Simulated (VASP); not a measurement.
A run of VASP 6.6.1:

Contents of POSCAR:

```
BiTe
1.0
    0.0000000000      3.5483423316      3.5483423316
    3.5483423316      0.0000000000      3.5483423316
    3.5483423316      3.5483423316      0.0000000000
Bi Te
1 1
Direct
    0.0000000000      0.0000000000      0.0000000000
    0.2500000000      0.2500000000      0.2500000000
```

File INCAR.step1:

```
SYSTEM = BiTe
PREC = Accurate
ENCUT = 520
ISMEAR = 0
SIGMA = 0.05
LREAL = .FALSE.
LASPH = .TRUE.
NELM = 60
NBANDS = 18
GGA = PE
ALGO = Normal
EDIFF = 1E-4
LWAVE = .TRUE.
LCHARG = .FALSE.
```

The input INCAR.step2:

```
SYSTEM = BiTe
PREC = Accurate
ENCUT = 520
EDIFF = 1E-6
ISMEAR = 0
SIGMA = 0.05
LREAL = .FALSE.
LASPH = .TRUE.
NELM = 60
ALGO = Normal
ISIF = 2
LWAVE = .FALSE.
LCHARG = .FALSE.
METAGGA = R2SCAN
LMIXTAU = .TRUE.
NBANDS = 18
ISTART = 1
```

Contents of KPOINTS:

```
regular mesh
0
G
  8 8 8
  0 0 0
```

Potentials or basis: VASP PAW PBE potentials, release 64 (Bi_d, Te).

Run with:

```console
$ cat potpaw_PBE.64/Bi_d/POTCAR potpaw_PBE.64/Te/POTCAR > POTCAR
$ cp INCAR.step1 INCAR
$ mpirun -np 1 vasp_std > vasp.out
$ cp INCAR.step2 INCAR
$ mpirun -np 1 vasp_std > vasp.out
```

Hardware: 1 thread of Intel(R) Xeon(R) Platinum 8488C (Sapphire Rapids), on a shared host.

**Question.** Estimate the wall time of this run.

**Answer.** It took 2.2 min on 1 thread of Intel(R) Xeon(R) Platinum 8488C (Sapphire Rapids), with other jobs on the host, peak memory 0.27 GiB. Counts: k points 29.
